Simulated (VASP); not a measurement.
Crystal: KSi3.

```
K Si
1.0
    -1.79267    1.79267    4.43628
     1.79267   -1.79267    4.43628
     1.79267    1.79267   -4.43628
K Si
1 3
Direct
  0.00000 0.00000 0.00000
  0.37990 0.37990 0.00000
  0.75000 0.25000 0.50000
  0.62010 0.62010 0.00000
```

The cell was built from a structure type or drawn by symmetry, and may not be a known phase.

```yaml
Program: VASP 6.6.1
Task: relaxation of cell and atoms
Functional: PBE
Potentials_or_basis: VASP PAW PBE potentials, release 64 (K_sv, Si)
Cutoff: 600 eV
k_mesh: 6 × 6 × 6
Occupations: gaussian, width 0.1 eV
Spin: no spin polarisation
```

At the start: pressure 61.5 GPa; volume 14.26 Å³/atom.

How do energy, volume and symmetry change on relaxing?

Over 8 steps the energy falls by 1025.0 meV/atom and the volume is 22.31 Å³/atom (+56.5 %); space group I-4m2 (No. 119, to 0.1 Å) before and after.

The path:
| step | energy change (eV) | largest force (eV/Å) | pressure (GPa) | volume (Å³) |
| --- | --- | --- | --- | --- |
| 1 | 0.0000 | 0.3317 | 61.51 | 57.03 |
| 2 | -3.3868 | 0.0770 | -6.50 | 115.17 |
| 3 | -4.0745 | 0.2340 | 0.72 | 87.83 |
| 4 | -4.0760 | 0.2326 | -0.34 | 89.65 |
| 5 | -4.0768 | 0.2332 | 0.08 | 88.90 |
| 6 | -4.0905 | 0.1602 | 0.03 | 89.04 |
| 7 | -4.1000 | 0.0401 | 0.05 | 89.24 |
| 8 | -4.1000 | 0.0314 | 0.04 | 89.23 |

Final structure:
```yaml
crystal:
  lattice:
    - [-2.10110, 2.10110, 5.05302]
    - [2.10110, -2.10110, 5.05302]
    - [2.10110, 2.10110, -5.05302]
  atoms:
    - { symbol: K, position: [0.00000, 0.00000, 0.00000] }
    - { symbol: Si, position: [0.38130, 0.38130, 0.00000] }
    - { symbol: Si, position: [0.75000, 0.25000, 0.50000] }
    - { symbol: Si, position: [0.61870, 0.61870, 0.00000] }
```

Caveat: the volume moved by over 15 % at a fixed basis, so the end points are rough.
